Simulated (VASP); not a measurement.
Here is a VASP 6.6.1 calculation.

Contents of INCAR:

```
SYSTEM = BAs
PREC = Accurate ; ENCUT = 600
EDIFF = 1E-6 ; ISMEAR = -1
SIGMA = 0.05 ; LREAL = .False.
LASPH = .True. ; NELM = 100
ALGO = Normal ; ISIF = 3
LWAVE = .False. ; LCHARG = .False.
GGA = RP ; IVDW = 12
IBRION = 2 ; NSW = 60
EDIFFG = -0.01
```

KPOINTS

```
regular mesh
0
Gamma
  10 10 10
  0 0 0
```

File POSCAR:

```
BAs
1.0
    0.0000000000      2.3885000000      2.3885000000
    2.3885000000      0.0000000000      2.3885000000
    2.3885000000      2.3885000000      0.0000000000
As B
1 1
Direct
    0.7500000000      0.7500000000      0.7500000000
    0.0000000000      0.0000000000      0.0000000000
```

Potentials or basis: VASP PAW PBE potentials, release 64 (As, B).

Launch:

```bash
$ cat potpaw_PBE.64/As/POTCAR potpaw_PBE.64/B/POTCAR > POTCAR
$ mpirun -np 1 vasp_std > vasp.out
```

Estimate the band gap on the k mesh.

1.09 eV, indirect (least direct gap 3.40 eV).

Predict the dispersion energy per atom.

-1.392 eV.

Final structure:
```yaml
crystal:
  lattice:
    - [0.00000, 2.31356, 2.31356]
    - [2.31356, 0.00000, 2.31356]
    - [2.31356, 2.31356, 0.00000]
  atoms:
    - { symbol: As, position: [0.75000, 0.75000, 0.75000] }
    - { symbol: B, position: [0.00000, 0.00000, 0.00000] }
```

 A k mesh can miss the band edges.
